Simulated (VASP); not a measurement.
Runs of VASP 6.6.1 on BeTe6. The structure is that of space group P-4m2 (No. 115), or close to it. The cells are those of the table. 

| task | cell | k mesh | cutoff (eV) | smearing | gap on the mesh (eV) | pressure (GPa) | relaxed volume (Å³/atom) | largest force (eV/Å) |
| --- | --- | --- | --- | --- | --- | --- | --- | --- |
| relaxation of cell and atoms | relaxed from a = 4.100, b = 4.100, c = 12.150 Å, 7 atoms | 4 × 4 × 2 | 600 | gaussian 0.2 eV | none | -0.2 | 31.55 | 0.03 |
| single point | a = 4.434, b = 4.434, c = 11.158 Å, 7 atoms | 8 × 8 × 4 | 520 | gaussian 0.1 eV | none | 0.0 | - | 0.01 |
| relaxation of cell and atoms | relaxed from a = 4.433, b = 4.433, c = 11.204 Å, 7 atoms | 8 × 8 × 4 | 600 | gaussian 0.1 eV | none | 0.0 | (a) | 0.01 |
| single point | a = 4.433, b = 4.433, c = 11.204 Å, 7 atoms | 4 × 4 × 2 | 520 | gaussian 0.2 eV | none | 0.0 | - | 0.06 |

Alike in all rows: level PBE; potentials or basis VASP PAW PBE potentials, release 64 (Be, Te); no spin polarisation.

**Question.** Estimate the missing entries.

**Answer.** (a) 31.36.

Caveats: some runs use coarse meshes; spin-orbit coupling is left out, which moves the levels of the heavy elements; the relaxation stopped at a loose force limit of 0.08 eV/Å, so its end isn't a converged minimum (some runs).

A k mesh can miss the band edges, and the runs leave out spin-orbit coupling on Te.

A gap of «none» marks levels without a gap at the run's occupations.
